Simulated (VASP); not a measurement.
A run of VASP 6.6.1 is set up as follows.

Contents of INCAR:

```
SYSTEM = PbI2
PREC = Accurate
ENCUT = 500
EDIFF = 1E-6
ISMEAR = -1
SIGMA = 0.02
LREAL = .FALSE.
LASPH = .TRUE.
NELM = 120
ALGO = Normal
ISIF = 2
LWAVE = .FALSE.
LCHARG = .FALSE.
GGA = PE
NBANDS = 21
GGA_COMPAT = .FALSE.
```

Contents of KPOINTS:

```
Automatic mesh
0
G
  6 6 4
  0 0 0
```

POSCAR

```
PbI2
1.0
    4.5638667773      0.0000000000      0.0000000000
   -2.2819333886      3.9524245686      0.0000000000
    0.0000000000      0.0000000000      7.0467140841
Pb I
1 2
Direct
    0.0000000000      0.0000000000      0.0000000000
    0.6666666667      0.3333333333      0.7332470705
    0.3333333333      0.6666666667      0.2667529295
```

Potentials or basis: VASP PAW PBE potentials, release 64 (Pb_d, I).

Run with:

```bash
$ cat potpaw_PBE.64/Pb_d/POTCAR potpaw_PBE.64/I/POTCAR > POTCAR
$ mpirun -np 1 vasp_std > vasp.out
```

Task: Predict the largest force.

Result: 0.046 eV/Å.

Task: Predict the band gap on the k mesh.

Result: 2.23 eV.

Task: What does it give for the pressure?

Result: 1.2 GPa.

Forces on the atoms (eV/Å):
```
Pb   0.000  0.000  0.000
I    0.000  0.000 -0.046
I    0.000  0.000  0.046
```

Caveat: spin-orbit coupling is left out, which moves the levels of the heavy elements; this functional lacks dispersion, which binds layers or chains, so the pressure and a relaxed spacing across them are unreliable. A k mesh can miss the band edges.
